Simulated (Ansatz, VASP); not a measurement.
## Two plane-wave programs on Hf

File INCAR:

```
SYSTEM = Hf
  PREC = Accurate
  ENCUT = 520
  EDIFF = 1E-6
  ISMEAR = 0
  SIGMA = 0.15
  LREAL = .False.
  LASPH = .True.
  NELM = 100
  ALGO = Fast
  ISIF = 2
  LWAVE = .False.
  LCHARG = .False.
  GGA = PS
  NBANDS = 11
```

KPOINTS

```
Automatic mesh
0
Gamma
  20 20 20
  0 0 0
```

Contents of POSCAR:

```
Hf
1.0
   -1.9608558672      1.9608558672      1.5294675764
    1.9608558672     -1.9608558672      1.5294675764
    1.9608558672      1.9608558672     -1.5294675764
Hf
1
Direct
    0.0000000000      0.0000000000      0.0000000000
```

Input for Ansatz:

```yaml
crystal:
  lattice:
    - [-1.9608558672, 1.9608558672, 1.5294675764]
    - [1.9608558672, -1.9608558672, 1.5294675764]
    - [1.9608558672, 1.9608558672, -1.5294675764]
  atoms:
    - { symbol: Hf, position: [0.0, 0.0, 0.0] }
basis:
  ecutwfc: 420
kpoints:
  mp_grid: { grid: [20, 20, 20] }
hamiltonian:
  xc: pbesol
scf:
  occupations: { method: gaussian, width: 0.15 }
output:
  forces: true
  stress: true
  eigenvalues: true
```

Alike in both runs: task single point; functional PBEsol; k mesh 20 × 20 × 20; occupations gaussian, width 0.15 eV; no spin polarisation.

|  | VASP | Ansatz |
| --- | --- | --- |
| version | VASP 6.6.1 | Ansatz 0.2.0 |
| potentials or method | VASP PAW PBE potentials, release 64 (Hf_pv), cutoff 520 eV | scalar-relativistic, plane waves, PAW |
| valence electrons in the cell | 10 | 26 |

|  | VASP | Ansatz | Ansatz less VASP |
| --- | --- | --- | --- |
| gap on the k mesh at the Fermi level (eV) | none | none | - |
| pressure (GPa) | -8.7 | -8.5 | +0.26 |
| traceless stress, the component that is largest in VASP (GPa) | 3.64 | 3.64 | 0.000 |

VASP's potentials were made for PBE, not for PBEsol. A gap of «none» marks a metal or a gap that the smearing closes. The functional is the same, so the differences come from potentials, cutoffs and numerics. VASP's potentials hold 10 valence electrons a cell and Ansatz's 26, so a difference there can come from the potentials and not from the codes.

Spin-orbit coupling is off throughout.
